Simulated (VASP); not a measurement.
# Li2Se (Fm-3m) in VASP: notebook, part 2 of 2

VASP 6.6.1. The steps go on from the part before.

### Step 4. Single point, r2SCAN

This run uses another cell than the first one, of 19.03 Å³/atom.

POSCAR reads:

```
Li2Se
1.0
    3.0561449678      3.0561449678      0.0000000000
   -3.0561449678      3.0561449678      0.0000000000
    0.0000000000      3.0561449678      3.0561449678
Li Se
2 1
Direct
    0.2500000000      0.7500000000      0.5000000000
    0.7500000000      0.2500000000      0.5000000000
    0.0000000000      0.0000000000      0.0000000000
```

INCAR.step1 reads:

```
  ALGO = Normal
  EDIFF = 1E-5
  ENCUT = 830
  GGA = PE
  GGA_COMPAT = F
  ISMEAR = 0
  LASPH = T
  LCHARG = F
  LREAL = F
  LWAVE = T
  NBANDS = 13
  NELM = 120
  PREC = Accurate
  SIGMA = 0.01
```

INCAR.step2 reads:

```
  ALGO = Normal
  EDIFF = 1E-6
  ENCUT = 830
  GGA_COMPAT = F
  ISIF = 2
  ISMEAR = 0
  ISTART = 1
  LASPH = T
  LCHARG = F
  LMIXTAU = T
  LREAL = F
  LWAVE = F
  METAGGA = R2SCAN
  NBANDS = 13
  NELM = 120
  PREC = Accurate
  SIGMA = 0.01
```

KPOINTS reads:

```
k-points
0
Gamma
  8 8 8
```

Potentials or basis: VASP PAW PBE potentials, release 64 (Li_sv, Se).

On the command line:

```
$ cat potpaw_PBE.64/Li_sv/POTCAR potpaw_PBE.64/Se/POTCAR > POTCAR
$ cp INCAR.step1 INCAR
$ mpirun -np 1 vasp_std > vasp.out
$ cp INCAR.step2 INCAR
$ mpirun -np 1 vasp_std > vasp.out
```

OUTCAR:

```text
EDIFF = 1E-6
   ENCUT = 830
   ISIF = 2
   ISMEAR = 0
   ISTART = 1
   LASPH = T
   LREAL = F
   METAGGA = R2SCAN
   NELM = 120
   PREC = Accurate

 ion  position               nearest neighbor table
   1  0.250  0.750  0.500-   3 2.65   3 2.65   3 2.65   3 2.65
   2  0.750  0.250  0.500-   3 2.65   3 2.65   3 2.65   3 2.65
   3  0.000  0.000  0.000-   2 2.65   1 2.65   1 2.65   2 2.65   1 2.65   2 2.65   2 2.65   1 2.65

  LATTYP: Found a face centered cubic cell.
 ALAT       =     6.1122899356

  Lattice vectors:

 A1 = (   0.0000000000,   3.0561449678,   3.0561449678)
 A2 = (   3.0561449678,   0.0000000000,   3.0561449678)
 A3 = (   3.0561449678,   3.0561449678,   0.0000000000)

Analysis of symmetry for initial positions (statically):
=====================================================================
 Subroutine PRICEL returns:
 Original cell was already a primitive cell.

 Routine SETGRP: Setting up the symmetry group for a
 face centered cubic supercell.

 Subroutine GETGRP returns: Found 48 space group operations
 (whereof 48 operations were pure point group operations)
[... 182 lines left out ...]
      7       4.3084      0.00000
      8       6.6863      0.00000
      9       6.6863      0.00000
     10       6.6863      0.00000
     11      11.4304      0.00000
     12      11.4304      0.00000
     13      12.0740      0.00000
[... 354 lines left out ...]
  band No.  band energies     occupation
      1     -45.8262      2.00000
      2     -45.8262      2.00000
      3     -10.8260      2.00000
      4      -2.0179      2.00000
      5      -0.7896      2.00000
      6      -0.4342      2.00000
      7       6.2974      0.00000
      8       6.7716      0.00000
      9       8.6274      0.00000
     10       9.3108      0.00000
     11      10.4345      0.00000
     12      11.7789      0.00000
     13      13.5954      0.00000

 [... further k-points ...]

------------------------ aborting loop because EDIFF is reached ----------------------------------------

  FORCE on cell =-STRESS in cart. coord.  units (eV):
  Direction    XX          YY          ZZ          XY          YZ          ZX
  --------------------------------------------------------------------------------------
  -------------------------------------------------------------------------------------
  Total       -0.7691370     -0.7691370     -0.7691370      0.0000000      0.0000000      0.0000000
  in kB      -21.5855166    -21.5855166    -21.5855166      0.0000000      0.0000000      0.0000000
  external PRESSURE =     -21.5855166 kB  Pullay stress =       0.0000000 kB

 VOLUME and BASIS-vectors are now :
 -----------------------------------------------------------------------------
  energy-cutoff  :      830.00
  volume of cell :       57.09
      direct lattice vectors                 reciprocal lattice vectors
     3.056144968  3.056144968  0.000000000     0.163604805  0.163604805 -0.163604805
    -3.056144968  3.056144968  0.000000000    -0.163604805  0.163604805 -0.163604805
     0.000000000  3.056144968  3.056144968     0.000000000  0.000000000  0.327209609

 POSITION                                       TOTAL-FORCE (eV/Angst)
 -----------------------------------------------------------------------------------
     -1.52807      4.58422      1.52807        -0.000000      0.000000     -0.000000
      1.52807      4.58422      1.52807         0.000000     -0.000000      0.000000
      0.00000      0.00000      0.00000         0.000000      0.000000      0.000000
 -----------------------------------------------------------------------------------
    total drift:                                0.000000      0.000000     -0.000000

  FREE ENERGIE OF THE ION-ELECTRON SYSTEM (eV)
  ---------------------------------------------------
  free  energy   TOTEN  =       -23.4128680421 eV

  energy  without entropy=      -23.4128680421  energy(sigma->0) =      -23.41286804
```

OUTCAR.step1:

```text
EDIFF = 1E-5
   ENCUT = 830
   GGA = PE
   ISMEAR = 0
[... 610 lines left out ...]
     -1.52807      4.58422      1.52807        -0.000000     -0.000000     -0.000000
      1.52807      4.58422      1.52807         0.000000     -0.000000      0.000000
      0.00000      0.00000      0.00000        -0.000000      0.000000      0.000000
 -----------------------------------------------------------------------------------
    total drift:                                0.000000      0.000000     -0.000000

  FREE ENERGIE OF THE ION-ELECTRON SYSTEM (eV)
  ---------------------------------------------------
  free  energy   TOTEN  =       -11.1156568495 eV

  energy  without entropy=      -11.1156568495  energy(sigma->0) =      -11.11565685
```

Run time: 96 s. Hardware: 1 thread of Intel Xeon 6975P-C (Granite Rapids), shared host; peak memory 0.3 GiB.

Results:

| Item | Value |
| --- | --- |
| Free energy | -23.4129 eV |
| Pressure | -2.2 GPa |
| Band gap on the k mesh | 3.49 eV (least direct gap 3.89 eV) |

Caveat: the PAW data sets were made with another functional, which shifts forces and pressure a little. A k mesh can miss the band edges.

### Step 5. Single point, r2SCAN

This run uses another cell than the first one, of 19.03 Å³/atom.

POSCAR is that of step 4.

INCAR.step1 reads:

```
SYSTEM = Li2Se
PREC = Accurate
ENCUT = 830
ISMEAR = 0
SIGMA = 0.01
LREAL = .FALSE.
LASPH = .TRUE.
NELM = 120
NBANDS = 13
GGA = PE
ALGO = Normal
EDIFF = 1E-5
LWAVE = .TRUE.
LCHARG = .FALSE.
GGA_COMPAT = .FALSE.
```

INCAR.step2 reads:

```
SYSTEM = Li2Se
PREC = Accurate
ENCUT = 830
EDIFF = 1E-6
ISMEAR = 0
SIGMA = 0.01
LREAL = .FALSE.
LASPH = .TRUE.
NELM = 120
ALGO = Normal
ISIF = 2
LWAVE = .FALSE.
LCHARG = .FALSE.
METAGGA = R2SCAN
LMIXTAU = .TRUE.
NBANDS = 13
ISTART = 1
GGA_COMPAT = .FALSE.
```

KPOINTS reads:

```
regular mesh
0
G
  8 8 8
  0 0 0
```

Potentials or basis: VASP PAW PBE potentials, release 64 (Li_sv, Se).

On the command line:

```
$ cat potpaw_PBE.64/Li_sv/POTCAR potpaw_PBE.64/Se/POTCAR > POTCAR
$ cp INCAR.step1 INCAR
$ mpirun -np 1 vasp_std > vasp.out
$ cp INCAR.step2 INCAR
$ mpirun -np 1 vasp_std > vasp.out
```

OUTCAR:

```text
SYSTEM = Li2Se
   PREC = Accurate
   ENCUT = 830
   EDIFF = 1E-6
   ISMEAR = 0
   LREAL = .FALSE.
   LASPH = .TRUE.
   NELM = 120
   ISIF = 2
   METAGGA = R2SCAN
   ISTART = 1

 ion  position               nearest neighbor table
   1  0.250  0.750  0.500-   3 2.65   3 2.65   3 2.65   3 2.65
   2  0.750  0.250  0.500-   3 2.65   3 2.65   3 2.65   3 2.65
   3  0.000  0.000  0.000-   2 2.65   1 2.65   1 2.65   2 2.65   1 2.65   2 2.65   2 2.65   1 2.65

  LATTYP: Found a face centered cubic cell.
 ALAT       =     6.1122899356

  Lattice vectors:

 A1 = (   0.0000000000,   3.0561449678,   3.0561449678)
 A2 = (   3.0561449678,   0.0000000000,   3.0561449678)
 A3 = (   3.0561449678,   3.0561449678,   0.0000000000)

Analysis of symmetry for initial positions (statically):
=====================================================================
 Subroutine PRICEL returns:
 Original cell was already a primitive cell.

 Routine SETGRP: Setting up the symmetry group for a
 face centered cubic supercell.

 Subroutine GETGRP returns: Found 48 space group operations
 (whereof 48 operations were pure point group operations)
 out of a pool of 48 trial point group operations.

The static configuration has the point symmetry O_h .

Analysis of symmetry for dynamics (positions and initial velocities):
=====================================================================
 Subroutine PRICEL returns:
 Original cell was already a primitive cell.

 Routine SETGRP: Setting up the symmetry group for a
 face centered cubic supercell.

 Subroutine GETGRP returns: Found 48 space group operations
 (whereof 48 operations were pure point group operations)
 out of a pool of 48 trial point group operations.

The dynamic configuration has the point symmetry O_h .

 Subroutine INISYM returns: Found 48 space group operations
 (whereof 48 operations are pure point group operations),
 and found     1 'primitive' translations

----------------------------------------------------------------------------------------
[... 126 lines left out ...]
 non-spin polarized calculation
 Gauss-broadening in eV      SIGMA  =   0.01
  energy-cutoff  :      830.00
  volume of cell :       57.09
 maximum number of plane-waves:      3138
 NGX is ok and might be reduce to    42
   NGX = 21   NGY = 21   NGZ = 21

 number of electron      11.9999997 magnetization

 Free energy of the ion-electron system (eV)
  ---------------------------------------------------
  ext. energy  EPLUGINS =         0.00000000
  ---------------------------------------------------
  free energy    TOTEN  =       -23.41286804 eV

  energy without entropy =      -23.41286804  energy(sigma->0) =      -23.41286804

 E-fermi :   0.6130     XC(G=0):  -8.4126

 val. band max:        0.4142922456   @ k =   0.0000   0.0000   0.0000
 cond. band min:       3.9090968542   @ k =   0.5000   0.5000   0.0000
 fundamental gap:      3.4948046086
 Fermi energy:         0.6130227434

 k-point     1 :       0.0000    0.0000    0.0000
  band No.  band energies     occupation
      1     -45.8357      2.00000
      2     -45.8174      2.00000
      3     -11.2170      2.00000
      4       0.4143      2.00000
      5       0.4143      2.00000
      6       0.4143      2.00000
      7       4.3084      0.00000
      8       6.6863      0.00000
      9       6.6863      0.00000
     10       6.6863      0.00000
     11      11.4304      0.00000
     12      11.4304      0.00000
     13      12.0740      0.00000
[... 354 lines left out ...]
  band No.  band energies     occupation
      1     -45.8262      2.00000
      2     -45.8262      2.00000
      3     -10.8260      2.00000
      4      -2.0179      2.00000
      5      -0.7896      2.00000
      6      -0.4342      2.00000
      7       6.2974      0.00000
      8       6.7716      0.00000
      9       8.6274      0.00000
     10       9.3108      0.00000
     11      10.4345      0.00000
     12      11.7789      0.00000
     13      13.5954      0.00000

 [... further k-points ...]

------------------------ aborting loop because EDIFF is reached ----------------------------------------

  FORCE on cell =-STRESS in cart. coord.  units (eV):
  Direction    XX          YY          ZZ          XY          YZ          ZX
  --------------------------------------------------------------------------------------
  -------------------------------------------------------------------------------------
  Total       -0.7691370     -0.7691370     -0.7691370      0.0000000      0.0000000      0.0000000
  in kB      -21.5855166    -21.5855166    -21.5855166      0.0000000      0.0000000      0.0000000
  external PRESSURE =     -21.5855166 kB  Pullay stress =       0.0000000 kB

 VOLUME and BASIS-vectors are now :
 -----------------------------------------------------------------------------
  energy-cutoff  :      830.00
  volume of cell :       57.09
      direct lattice vectors                 reciprocal lattice vectors
     3.056144968  3.056144968  0.000000000     0.163604805  0.163604805 -0.163604805
    -3.056144968  3.056144968  0.000000000    -0.163604805  0.163604805 -0.163604805
     0.000000000  3.056144968  3.056144968     0.000000000  0.000000000  0.327209609

 POSITION                                       TOTAL-FORCE (eV/Angst)
 -----------------------------------------------------------------------------------
     -1.52807      4.58422      1.52807        -0.000000      0.000000     -0.000000
      1.52807      4.58422      1.52807         0.000000     -0.000000      0.000000
      0.00000      0.00000      0.00000         0.000000      0.000000      0.000000
 -----------------------------------------------------------------------------------
    total drift:                                0.000000      0.000000     -0.000000

  FREE ENERGIE OF THE ION-ELECTRON SYSTEM (eV)
  ---------------------------------------------------
  free  energy   TOTEN  =       -23.4128680421 eV

  energy  without entropy=      -23.4128680421  energy(sigma->0) =      -23.41286804
```

OUTCAR.step1:

```text
SYSTEM = Li2Se
   PREC = Accurate
   ENCUT = 830
   ISMEAR = 0
   LREAL = .FALSE.
   LASPH = .TRUE.
[... 609 lines left out ...]
     -1.52807      4.58422      1.52807        -0.000000     -0.000000     -0.000000
      1.52807      4.58422      1.52807         0.000000     -0.000000      0.000000
      0.00000      0.00000      0.00000        -0.000000      0.000000      0.000000
 -----------------------------------------------------------------------------------
    total drift:                                0.000000      0.000000     -0.000000

  FREE ENERGIE OF THE ION-ELECTRON SYSTEM (eV)
  ---------------------------------------------------
  free  energy   TOTEN  =       -11.1156568495 eV

  energy  without entropy=      -11.1156568495  energy(sigma->0) =      -11.11565685
```

OSZICAR.step1:

```text
N       E                     dE             d eps       ncg     rms          rms(c)
DAV:   1     0.530117969027E+02    0.53012E+02   -0.68507E+03   754   0.123E+03
DAV:   2    -0.302994594716E+01   -0.56042E+02   -0.52361E+02   897   0.228E+02
DAV:   3    -0.111374812831E+02   -0.81075E+01   -0.80619E+01  1432   0.500E+01
DAV:   4    -0.112984934642E+02   -0.16101E+00   -0.16091E+00   951   0.105E+01
DAV:   5    -0.113039462255E+02   -0.54528E-02   -0.54525E-02  1201   0.142E+00    0.273E+00
DAV:   6    -0.111200499205E+02    0.18390E+00   -0.26286E-01   931   0.195E+00    0.166E+00
DAV:   7    -0.111064999104E+02    0.13550E-01   -0.11541E-01   973   0.146E+00    0.736E-01
DAV:   8    -0.111154180871E+02   -0.89182E-02   -0.19494E-02   968   0.771E-01    0.260E-01
DAV:   9    -0.111153564440E+02    0.61643E-04   -0.48376E-04  1072   0.145E-01    0.214E-01
DAV:  10    -0.111156283162E+02   -0.27187E-03   -0.90306E-04   864   0.141E-01    0.858E-02
DAV:  11    -0.111156483280E+02   -0.20012E-04   -0.73048E-05  1036   0.498E-02    0.427E-02
DAV:  12    -0.111156568495E+02   -0.85215E-05   -0.38765E-05   979   0.304E-02
   1 F= -.11115657E+02 E0= -.11115657E+02  d E =-.125351E-54
```

Wall time 97 s (1 thread of Intel Xeon 6975P-C (Granite Rapids), shared host); peak memory 0.3 GiB.

What came out:

```
Free energy            : -23.4129 eV
Pressure               : -2.2 GPa
Band gap on the k mesh : 3.49 eV (least direct gap 3.89 eV)
```

Caveat: the PAW data sets were made with another functional, which shifts forces and pressure a little.

### Step 6. Single point, r2SCAN

This run uses another cell than the first one, of 17.88 Å³/atom.

POSCAR reads:

```
Li2Se
1.0
    2.9934064428      2.9934064428      0.0000000000
   -2.9934064428      2.9934064428      0.0000000000
    0.0000000000      2.9934064428      2.9934064428
Li Se
2 1
Direct
    0.2500000000      0.7500000000      0.5000000000
    0.7500000000      0.2500000000      0.5000000000
    0.0000000000      0.0000000000      0.0000000000
```

INCAR.step1 reads:

```
SYSTEM = Li2Se
PREC     = Accurate       ! precision mode
ENCUT    = 830            ! plane-wave cutoff, eV
ISMEAR   = -1             ! smearing method
SIGMA    = 0.1            ! smearing width, eV
LREAL    = .False.        ! projectors in reciprocal space
LASPH    = .True.         ! aspherical terms in the spheres
NELM     = 120            ! most SCF steps
NBANDS   = 13             ! bands
GGA      = PE             ! functional
ALGO     = Normal         ! electronic algorithm
EDIFF    = 1E-5           ! SCF threshold, eV
LWAVE    = .True.         ! write WAVECAR
LCHARG   = .False.        ! write CHGCAR
GGA_COMPAT= .False.
```

INCAR.step2 reads:

```
SYSTEM = Li2Se
PREC     = Accurate       ! precision mode
ENCUT    = 830            ! plane-wave cutoff, eV
EDIFF    = 1E-6           ! SCF threshold, eV
ISMEAR   = -1             ! smearing method
SIGMA    = 0.1            ! smearing width, eV
LREAL    = .False.        ! projectors in reciprocal space
LASPH    = .True.         ! aspherical terms in the spheres
NELM     = 120            ! most SCF steps
ALGO     = Normal         ! electronic algorithm
ISIF     = 2              ! what is computed and relaxed
LWAVE    = .False.        ! write WAVECAR
LCHARG   = .False.        ! write CHGCAR
METAGGA  = R2SCAN         ! meta-GGA
LMIXTAU  = .True.       
NBANDS   = 13             ! bands
ISTART   = 1            
GGA_COMPAT= .False.
```

KPOINTS reads:

```
Automatic mesh
0
Gamma
  12 12 12
  0 0 0
```

Potentials or basis: VASP PAW PBE potentials, release 64 (Li_sv, Se).

On the command line:

```
$ cat potpaw_PBE.64/Li_sv/POTCAR potpaw_PBE.64/Se/POTCAR > POTCAR
$ cp INCAR.step1 INCAR
$ mpirun -np 1 vasp_std > vasp.out
$ cp INCAR.step2 INCAR
$ mpirun -np 1 vasp_std > vasp.out
```

It took 2.4 min on 1 thread of Intel Xeon 6975P-C (Granite Rapids), shared host; peak memory 0.31 GiB.

It converged, with:

```yaml
Free_energy: -23.4393 eV
Pressure: -0.2 GPa
Band_gap_on_the_k_mesh: 3.46 eV (least direct gap 4.18 eV)
```

Levels at points of the mesh, in eV from the valence-band top:
```tsv
k point	band 3	band 4	band 5	band 6	band 7	band 8	band 9	band 10
(0.00, 0.00, 0.00)	-11.79	0.00	0.00	0.00	4.18	6.31	6.31	6.31
(0.50, 0.00, 0.00)	-11.41	-2.92	-0.53	-0.53	5.98	6.60	6.60	8.64
(0.50, 0.50, 0.00)	-11.29	-2.27	-1.45	-1.45	3.46	7.00	11.38	11.38
```

Caveat: the PAW data sets were made with another functional, which shifts forces and pressure a little. A k mesh can miss the band edges.

### Step 7. Overview

```tsv
cell	k mesh	smearing	gap on the mesh (eV)	pressure (GPa)
a = 4.160 Å, angles 60.0, 60.0, 90.0°, 3 atoms	8 × 8 × 8	gaussian 0.01 eV	3.41	1.9
a = 4.233 Å, angles 60.0, 60.0, 90.0°, 3 atoms	8 × 8 × 8	gaussian 0.01 eV	3.46	-0.2
a = 4.322 Å, angles 60.0, 60.0, 90.0°, 3 atoms	8 × 8 × 8	gaussian 0.01 eV	3.49	-2.2
a = 4.233 Å, angles 60.0, 60.0, 90.0°, 3 atoms	12 × 12 × 12	fermi-dirac 0.1 eV	3.46	-0.2
```

Alike in all rows: task single point; level r2SCAN; potentials or basis VASP PAW PBE potentials, release 64 (Li_sv, Se); no spin polarisation; cutoff (eV) 830.

Caveats: the PAW data sets were made with another functional, which shifts forces and pressure a little.

Total energies depend on the potentials used, so only differences within one code and one set of settings carry meaning.
